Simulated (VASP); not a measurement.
# SnSe in VASP: notebook

Runs on SnSe. Level: LDA. Tasks: single point.

All numbers are computed with VASP 6.6.1; they aren't measurements. Logs are shortened: lines on timing, memory, paths and dates and some standing lists are left out, and cuts for length are marked.

## (1) The cell of the first run

The cell holds a slab with vacuum, 4 atoms: a = 4.316 Å, b = 4.316 Å, c = 10.650 Å, α = 90.00°, β = 90.00°, γ = 90.00°.

## (2) Single point, LDA (strain +0.030 along x and y, -0.030 along z)

Contents of INCAR:

```
SYSTEM = SnSe
  PREC = Accurate
  ENCUT = 520
  EDIFF = 1E-7
  ISMEAR = 0
  SIGMA = 0.05
  LREAL = .False.
  LASPH = .True.
  NELM = 60
  ALGO = Normal
  ISIF = 2
  LWAVE = .False.
  LCHARG = .False.
  GGA = CA
  NBANDS = 28
```

Contents of KPOINTS:

```
regular mesh
0
Gamma
  6 6 4
  0 0 0
```

Contents of POSCAR:

```
SnSe
1.0
    4.3155959066      0.0000000000      0.0000000000
    0.0000000000      4.3155959066      0.0000000000
    0.0000000000      0.0000000000     10.6502342162
Sn Se
2 2
Direct
    0.5000000000      0.0000000000      0.3781633345
    0.0000000000      0.5000000000      0.6218366655
    0.5000000000      0.0000000000      0.6217782147
    0.0000000000      0.5000000000      0.3782217853
```

Potentials or basis: VASP PAW LDA potentials, release 64 (Sn_d, Se).

The run is started by

```bash
$ cat potpaw_LDA.64/Sn_d/POTCAR potpaw_LDA.64/Se/POTCAR > POTCAR
$ mpirun -np 1 vasp_std > vasp.out
```

OUTCAR:

```text
SYSTEM = SnSe
   PREC = Accurate
   ENCUT = 520
   EDIFF = 1E-7
   ISMEAR = 0
   LREAL = .False.
   LASPH = .True.
   NELM = 60
   ISIF = 2
   GGA = CA

 ion  position               nearest neighbor table
   1  0.500  0.000  0.378-   3 2.59   4 3.05   4 3.05   4 3.05   4 3.05
   2  0.000  0.500  0.622-   4 2.59   3 3.05   3 3.05   3 3.05   3 3.05
   3  0.500  0.000  0.622-   1 2.59   2 3.05   2 3.05   2 3.05   2 3.05
   4  0.000  0.500  0.378-   2 2.59   1 3.05   1 3.05   1 3.05   1 3.05

  LATTYP: Found a simple tetragonal cell.
 ALAT       =     4.3155959066
 C/A-ratio  =     2.4678478817

  Lattice vectors:

 A1 = (   4.3155959066,   0.0000000000,   0.0000000000)
 A2 = (   0.0000000000,   4.3155959066,   0.0000000000)
 A3 = (   0.0000000000,   0.0000000000,  10.6502342162)

Analysis of symmetry for initial positions (statically):
=====================================================================
 Subroutine PRICEL returns:
 Original cell was already a primitive cell.

 Routine SETGRP: Setting up the symmetry group for a
 simple tetragonal supercell.

 Subroutine GETGRP returns: Found 16 space group operations
 (whereof  8 operations were pure point group operations)
 out of a pool of 16 trial point group operations.

The static configuration has the point symmetry D_2d.
 The point group associated with its full space group is D_4h.

Analysis of symmetry for dynamics (positions and initial velocities):
=====================================================================
 Subroutine PRICEL returns:
 Original cell was already a primitive cell.

 Routine SETGRP: Setting up the symmetry group for a
 simple tetragonal supercell.

 Subroutine GETGRP returns: Found 16 space group operations
 (whereof  8 operations were pure point group operations)
 out of a pool of 16 trial point group operations.

The dynamic configuration has the point symmetry D_2d.
 The point group associated with its full space group is D_4h.

 Subroutine INISYM returns: Found 16 space group operations
 (whereof  8 operations are pure point group operations),
 and found     1 'primitive' translations

----------------------------------------------------------------------------------------

                                     Primitive cell

  volume of cell :     198.3539

  direct lattice vectors                    reciprocal lattice vectors
     4.315595907  0.000000000  0.000000000     0.231717710  0.000000000  0.000000000
     0.000000000  4.315595907  0.000000000     0.000000000  0.231717710  0.000000000
     0.000000000  0.000000000 10.650234216     0.000000000  0.000000000  0.093894649

  length of vectors
     4.315595907  4.315595907 10.650234216     0.231717710  0.231717710  0.093894649

  position of ions in fractional coordinates (direct lattice)
     0.500000000  0.000000000  0.378163335
     0.000000000  0.500000000  0.621836665
     0.500000000  0.000000000  0.621778215
     0.000000000  0.500000000  0.378221785

  ion indices of the primitive-cell ions
   primitive index   ion index
                 1           1
                 2           2
                 3           3
                 4           4

----------------------------------------------------------------------------------------

 KPOINTS: regular mesh

Automatic generation of k-mesh.
 Grid dimensions read from file:
 generate k-points for:    6    6    4

 Generating k-lattice:

  Cartesian coordinates                     Fractional coordinates (reciprocal lattice)
     0.038619618  0.000000000  0.000000000     0.166666667  0.000000000  0.000000000
     0.000000000  0.038619618  0.000000000     0.000000000  0.166666667  0.000000000
     0.000000000  0.000000000  0.023473662     0.000000000  0.000000000  0.250000000

  Length of vectors
     0.038619618  0.038619618  0.023473662

  Shift w.r.t. Gamma in fractional coordinates (k-lattice)
     0.000000000  0.000000000  0.000000000

 Subroutine IBZKPT returns following result:
 ===========================================

 Found     30 irreducible k-points:

 Following reciprocal coordinates:
            Coordinates               Weight
  0.000000  0.000000  0.000000      1.000000
  0.166667  0.000000  0.000000      4.000000
  0.333333  0.000000  0.000000      4.000000
  0.500000  0.000000  0.000000      2.000000
  0.166667  0.166667  0.000000      4.000000
  0.333333  0.166667  0.000000      8.000000
[... 16 lines left out ...]
  0.333333  0.000000  0.500000      4.000000
  0.500000  0.000000  0.500000      2.000000
 [... further k-points ...]
   k-points           NKPTS =     30   k-points in BZ     NKDIM =     30   number of bands    NBANDS=     28
   number of dos      NEDOS =    301   number of ions     NIONS =      4
   total plane-waves  NPLWV =  81920
   dimension x,y,z NGX =    32 NGY =   32 NGZ =   80
   dimension x,y,z NGXF=    64 NGYF=   64 NGZF=  160
   ions per type =               2   2
   NGX,Y,Z   is equivalent  to a cutoff of  12.33, 12.33, 12.49 a.u.
   NGXF,Y,Z  is equivalent  to a cutoff of  24.65, 24.65, 24.98 a.u.
 SYSTEM =  SnSe
   PREC   = accura    normal or accurate (medium, high low for compatibility)
   ISTART =      0    job   : 0-new  1-cont  2-samecut
   ICHARG =      2    charge: 1-file 2-atom 10-const
   ISPIN  =      1    spin polarized calculation?
   LNONCOLLINEAR =      F non collinear calculations
   LSORBIT =      F    spin-orbit coupling
   LASPH  =      T    aspherical Exc in radial PAW
   ENCUT  =  520.0 eV  38.22 Ry    6.18 a.u.   8.02  8.02 19.80*2*pi/ulx,y,z
   NELM   =     60;   NELMIN=  2; NELMDL= -5     # of ELM steps
   EDIFF  = 0.1E-06   stopping-criterion for ELM
   LREAL  =      F    real-space projection
   EDIFFG = 0.1E-05   stopping-criterion for IOM
   NSW    =      0    number of steps for IOM
   IBRION =     -1    ionic relax: 0-MD 1-quasi-New 2-CG
   NFREE  =      0    steps in history (QN), initial steepest desc. (CG)
   ISIF   =      2    stress and relaxation
   ISYM   =      2    0-nonsym 1-usesym 2-fastsym
   POTIM  = 0.5000    time-step for ionic-motion
   TEBEG  =    0.0;   TEEND  =   0.0 temperature during run
   PSTRESS=    0.0 pullay stress
   NELECT =      40.0000    total number of electrons
   NUPDOWN=      -1.0000    fix difference up-down
   EMIN   =  10.00;   EMAX   =-10.00  energy-range for DOS
   EFERMI =   0.00;   METHOD = LEGACY
   ISMEAR =     0;   SIGMA  =   0.05  broadening in eV -4-tet -1-fermi 0-gaus
   EFERMI_NEDOS =   21; number of points for ismear=-14 and -15
   IALGO  =     38    algorithm
   IMIX   =      4    mixing-type and parameters
     AMIX     =   0.40;   BMIX     =  1.00
     AMIX_MAG =   1.60;   BMIX_MAG =  1.00
  volume/ion in A,a.u.               =      49.59       334.64
  Fermi-wavevector in a.u.,A,eV,Ry     =   0.960022  1.814179 12.539708  0.921643
  Thomas-Fermi vector in A             =   2.089270
   LORBIT       =      0    0 simple, 1 ext, 2 COOP (PROOUT), +10 PAW based schemes
   GGA     = CA    functional components
   LHFCALC =     F    Hartree Fock is set to
   AEXX    =    0.0000 exact exchange contribution
   IVDW    =     0    specifies the selected vdW correction
   LEPSILON=     F    determine dielectric tensor
   LRPA    =     F    only Hartree local field effects (RPA)
 non-spin polarized calculation
 Gauss-broadening in eV      SIGMA  =   0.05
  energy-cutoff  :      520.00
  volume of cell :      198.35
 maximum number of plane-waves:      5400
   NGX = 17   NGY = 17   NGZ = 39

 number of electron      40.0000009 magnetization

 Free energy of the ion-electron system (eV)
  ---------------------------------------------------
  ext. energy  EPLUGINS =         0.00000000
  ---------------------------------------------------
  free energy    TOTEN  =       -18.39420848 eV

  energy without entropy =      -18.39420848  energy(sigma->0) =      -18.39420848

 E-fermi :   0.7606     XC(G=0):  -6.3184

 val. band max:        0.4740615289   @ k =   0.3333   0.0000   0.5000
 cond. band min:       1.8268224747   @ k =   0.3333   0.0000   0.5000
 fundamental gap:      1.3527609458
 Fermi energy:         0.7606230313

 k-point     1 :       0.0000    0.0000    0.0000
  band No.  band energies     occupation
      1     -20.5063      2.00000
      2     -20.5026      2.00000
      3     -20.5025      2.00000
      4     -20.4976      2.00000
      5     -20.4906      2.00000
      6     -20.4637      2.00000
[... 20 lines left out ...]
     27       5.9674      0.00000
     28       5.9674      0.00000

 k-point     2 :       0.1667    0.0000    0.0000
  band No.  band energies     occupation
      1     -20.5039      2.00000
      2     -20.5038      2.00000
      3     -20.4982      2.00000
      4     -20.4961      2.00000
      5     -20.4938      2.00000
      6     -20.4648      2.00000
[... 20 lines left out ...]
     27       5.6456      0.00000
     28       5.8488      0.00000

 k-point     3 :       0.3333    0.0000    0.0000
  band No.  band energies     occupation
      1     -20.5058      2.00000
      2     -20.5003      2.00000
      3     -20.4992      2.00000
      4     -20.4940      2.00000
      5     -20.4870      2.00000
      6     -20.4684      2.00000
[... 20 lines left out ...]
     27       5.5581      0.00000
     28       7.0242      0.00000

 k-point     4 :       0.5000    0.0000    0.0000
  band No.  band energies     occupation
      1     -20.5051      2.00000
      2     -20.5051      2.00000
      3     -20.4950      2.00000
      4     -20.4950      2.00000
      5     -20.4757      2.00000
      6     -20.4757      2.00000
[... 20 lines left out ...]
     27       6.3750      0.00000
     28       6.3750      0.00000

 k-point     5 :       0.1667    0.1667    0.0000
  band No.  band energies     occupation
      1     -20.5057      2.00000
      2     -20.5014      2.00000
      3     -20.5009      2.00000
      4     -20.4943      2.00000
      5     -20.4902      2.00000
      6     -20.4654      2.00000
[... 20 lines left out ...]
     27       5.6258      0.00000
     28       6.6559      0.00000

 k-point     6 :       0.3333    0.1667    0.0000
  band No.  band energies     occupation
      1     -20.5093      2.00000
      2     -20.5069      2.00000
      3     -20.4955      2.00000
      4     -20.4916      2.00000
      5     -20.4817      2.00000
      6     -20.4677      2.00000
[... 463 lines left out ...]
      5     -20.4906      2.00000
      6     -20.4637      2.00000
[... 20 lines left out ...]
     27       5.9674      0.00000
     28       5.9674      0.00000

 k-point    22 :       0.1667    0.0000    0.5000
  band No.  band energies     occupation
      1     -20.5039      2.00000
      2     -20.5038      2.00000
      3     -20.4982      2.00000
      4     -20.4961      2.00000
      5     -20.4938      2.00000
      6     -20.4648      2.00000
[... 20 lines left out ...]
     27       5.6448      0.00000
     28       5.9577      0.00000

 k-point    23 :       0.3333    0.0000    0.5000
  band No.  band energies     occupation
      1     -20.5058      2.00000
      2     -20.5003      2.00000
      3     -20.4992      2.00000
      4     -20.4940      2.00000
      5     -20.4870      2.00000
      6     -20.4684      2.00000
[... 20 lines left out ...]
     27       6.3355      0.00000
     28       6.9623      0.00000

 k-point    24 :       0.5000    0.0000    0.5000
  band No.  band energies     occupation
      1     -20.5051      2.00000
      2     -20.5051      2.00000
      3     -20.4950      2.00000
      4     -20.4950      2.00000
      5     -20.4757      2.00000
      6     -20.4757      2.00000
[... 20 lines left out ...]
     27       6.9596      0.00000
     28       6.9596      0.00000

 [... further k-points ...]
[... 5 lines left out ...]
  --------------------------------------------------------------------------------------
  -------------------------------------------------------------------------------------
  Total       -2.3065279     -2.3065279      1.9991764      0.0000000      0.0000000      0.0000000
  in kB      -18.6306749    -18.6306749     16.1480836      0.0000000      0.0000000      0.0000000
  external PRESSURE =      -7.0377554 kB  Pullay stress =       0.0000000 kB

 VOLUME and BASIS-vectors are now :
 -----------------------------------------------------------------------------
  energy-cutoff  :      520.00
  volume of cell :      198.35
      direct lattice vectors                 reciprocal lattice vectors
     4.315595907  0.000000000  0.000000000     0.231717710  0.000000000  0.000000000
     0.000000000  4.315595907  0.000000000     0.000000000  0.231717710  0.000000000
     0.000000000  0.000000000 10.650234216     0.000000000  0.000000000  0.093894649

 POSITION                                       TOTAL-FORCE (eV/Angst)
 -----------------------------------------------------------------------------------
      2.15780      0.00000      4.02753        -0.000000     -0.000000     -0.384520
      0.00000      2.15780      6.62271         0.000000     -0.000000      0.384520
      2.15780      0.00000      6.62208         0.000000     -0.000000      0.397091
      0.00000      2.15780      4.02815         0.000000      0.000000     -0.397091
 -----------------------------------------------------------------------------------
    total drift:                                0.000000      0.000000      0.000000

  FREE ENERGIE OF THE ION-ELECTRON SYSTEM (eV)
  ---------------------------------------------------
  free  energy   TOTEN  =       -18.3942084818 eV

  energy  without entropy=      -18.3942084818  energy(sigma->0) =      -18.39420848
```

Run time: 84 s. Hardware: 1 thread of Intel Xeon 6975P-C (Granite Rapids), shared host; peak memory 0.31 GiB.

Results:

```
Free energy            : -18.3942 eV
Largest force          : 0.397 eV/Å
Band gap on the k mesh : 1.35 eV, direct
```

Forces in eV/Å, atoms in the order of the input:
```
Sn   0.000  0.000 -0.385
Sn   0.000  0.000  0.385
Se   0.000  0.000  0.397
Se   0.000  0.000 -0.397
```

Caveat: the cell differs from its parent crystal (strain +0.030 along x and y, -0.030 along z); spin-orbit coupling is left out, which moves the levels of the heavy elements.

(Part 1 of 2 ends here.)
